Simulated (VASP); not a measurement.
A run of VASP 6.6.1 is set up as follows.

INCAR

```
PREC = Accurate
ENCUT = 520
EDIFF = 1E-6
ISMEAR = 0
SIGMA = 0.02
LREAL = False
LASPH = True
NELM = 100
ALGO = Normal
ISIF = 2
LWAVE = False
LCHARG = False
LDIPOL = True
IDIPOL = 3
DIPOL = 0.5 0.5 0.500
GGA = CA
NBANDS = 12
```

Contents of KPOINTS:

```
regular mesh
0
Gamma
  9 9 1
```

File POSCAR:

```
As
1.0
    3.6330000000      0.0000000000      0.0000000000
   -1.8165000000      3.1462702920      0.0000000000
    0.0000000000      0.0000000000     28.0000000000
As
2
Direct
    0.3333333333      0.6666666667      0.5105714286
    0.6666666667      0.3333333333      0.4894285714
```

Potentials or basis: VASP PAW LDA potentials, release 64 (As).

Launch:

```bash
$ cat potpaw_LDA.64/As/POTCAR > POTCAR
$ mpirun -np 1 vasp_std > vasp.out
```

**Question.** Estimate the band gap on the k mesh.

**Answer.** Zero (band 5 reaches -2.59 eV, above the bottom of band 6 at -3.77 eV).

**Question.** Estimate the largest force.

**Answer.** 4.166 eV/Å.

Forces on the atoms (eV/Å):
```
As   0.000  0.000  4.166
As   0.000  0.000 -4.166
```
